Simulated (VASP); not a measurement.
Here is a VASP 6.6.1 calculation.

The input INCAR:

```
PREC = Accurate ; ENCUT = 520
EDIFF = 1E-6 ; ISMEAR = -1
SIGMA = 0.05 ; LREAL = False
LASPH = True ; NELM = 60
ALGO = Normal ; ISIF = 2
LWAVE = False ; LCHARG = False
GGA = PS ; IVDW = 12
NBANDS = 11
```

KPOINTS

```
regular mesh
0
Gamma
  10 10 10
```

POSCAR

```
BAs
1.0
    0.0000000000      2.3655283669      2.3655283669
    2.3655283669      0.0000000000      2.3655283669
    2.3655283669      2.3655283669      0.0000000000
As B
1 1
Direct
    0.7500000000      0.7500000000      0.7500000000
    0.0000000000      0.0000000000      0.0000000000
```

Potentials or basis: VASP PAW PBE potentials, release 64 (As, B).

The run is started by

```console
$ cat potpaw_PBE.64/As/POTCAR potpaw_PBE.64/B/POTCAR > POTCAR
$ mpirun -np 1 vasp_std > vasp.out
```

(1) Predict the pressure.

(2) Estimate the band gap on the k mesh.

(3) Estimate the dispersion energy per atom.

Results:

(1) 1.0 GPa.

(2) 1.05 eV, indirect (least direct gap 3.28 eV).

(3) -0.282 eV.

Caveat: the PAW data sets were made with another functional, which shifts forces and pressure a little.
